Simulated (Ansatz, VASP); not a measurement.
## NaI in VASP and in Ansatz

Contents of POSCAR:

```
NaI
1.0
    4.0395849540      0.0000000000      0.0000000000
    0.0000000000      4.0395849540      0.0000000000
    0.0000000000      0.0000000000      4.0395849540
Na I
1 1
Direct
    0.0000000000      0.0000000000      0.0000000000
    0.5000000000      0.5000000000      0.5000000000
```

The input INCAR.step1:

```
ALGO = Normal ; EDIFF = 1E-4
ENCUT = 600 ; GGA = PE
ISMEAR = 0 ; LASPH = T
LCHARG = F ; LREAL = F
LWAVE = T ; NELM = 100
PREC = Accurate ; SIGMA = 0.02
```

The input INCAR.step2:

```
ALGO = Normal ; EDIFF = 1E-6
EDIFFG = -0.01 ; ENCUT = 600
IBRION = 2 ; ISIF = 3
ISMEAR = 0 ; ISTART = 1
LASPH = T ; LCHARG = F
LMIXTAU = T ; LREAL = F
LWAVE = F ; METAGGA = R2SCAN
NELM = 100 ; NSW = 80
PREC = Accurate ; SIGMA = 0.02
```

KPOINTS

```
k-points
0
Gamma
  6 6 6
```

Input for Ansatz:

```yaml
crystal:
  lattice:
    - [4.039584954, 0.0, 0.0]
    - [0.0, 4.039584954, 0.0]
    - [0.0, 0.0, 4.039584954]
  atoms:
    - { symbol: Na, position: [0.0, 0.0, 0.0] }
    - { symbol: I, position: [0.5, 0.5, 0.5] }
basis:
  ecutwfc: 500
kpoints:
  mp_grid: { grid: [6, 6, 6] }
hamiltonian:
  xc: r2scan
scf:
  occupations: { method: gaussian, width: 0.02 }
output:
  forces: true
  stress: true
  eigenvalues: true
relax:
  adjacent_minimum: "off"
  f_tol: 0.01
  max_steps: 60
  cell: { stress_tol: 0.1 }
```

Alike in both runs: task relaxation of cell and atoms; functional r2SCAN; k mesh 6 × 6 × 6; occupations gaussian, width 0.02 eV; no spin polarisation.

|  | VASP | Ansatz |
| --- | --- | --- |
| version | VASP 6.6.1 | Ansatz 0.2.0 |
| potentials or method | VASP PAW PBE potentials, release 64 (Na_pv, I), cutoff 600 eV | scalar-relativistic, plane waves, PAW |
| valence electrons in the cell | 14 | 26 |

Ansatz gave:

| Property | Result |
| --- | --- |
| gap on the k mesh at the Fermi level, each at its own relaxed structure (eV) | 3.06 |
| relaxed volume (Å³/atom) | 32.96 |
| relaxed cell length with the largest relative difference (Å) | 4.040 |

Which values does VASP return?

gap on the k mesh at the Fermi level, each at its own relaxed structure (eV): 3.08; relaxed volume (Å³/atom): 32.88; relaxed cell length with the largest relative difference (Å): 4.036.

VASP's potentials were made for PBE, not for r2SCAN. VASP's potentials hold 14 valence electrons a cell and Ansatz's 26, so a difference there can come from the potentials and not from the codes.

Spin-orbit coupling is off throughout.
